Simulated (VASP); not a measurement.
Pd, 1 atom in the cell. It takes space group Fm-3m (No. 225, cubic). Conventional cell: a = 3.958 Å, b = 3.958 Å, c = 3.958 Å, α = 90.00°, β = 90.00°, γ = 90.00°. Pd (site symmetry m-3m) has 12 Pd at 2.80 Å within 3.7 Å. 

- Program: VASP 6.6.1
- Task: single point
- Functional: PBE
- Potentials or basis: VASP PAW PBE potentials, release 64 (Pd)
- Cutoff: 520 eV
- k mesh: 12 × 12 × 12
- Occupations: fermi-dirac, width 0.1 eV
- Spin: no spin polarisation
- Dipole correction: no
- Further INCAR settings: ALGO = Normal; EDIFF = 1e-06; NBANDS = 11

Potentials or basis: VASP PAW PBE potentials, release 64 (Pd).

Run with:

```bash
$ cat potpaw_PBE.64/Pd/POTCAR > POTCAR
$ mpirun -np 1 vasp_std > vasp.out
```

Hardware: 1 thread of AMD EPYC 7R13 (shared host).

How long does it take, and how much memory?

It took 23 s on 1 thread of AMD EPYC 7R13, with other jobs on the host, peak memory 0.12 GiB. Counts: scf iterations 11, k points 72.
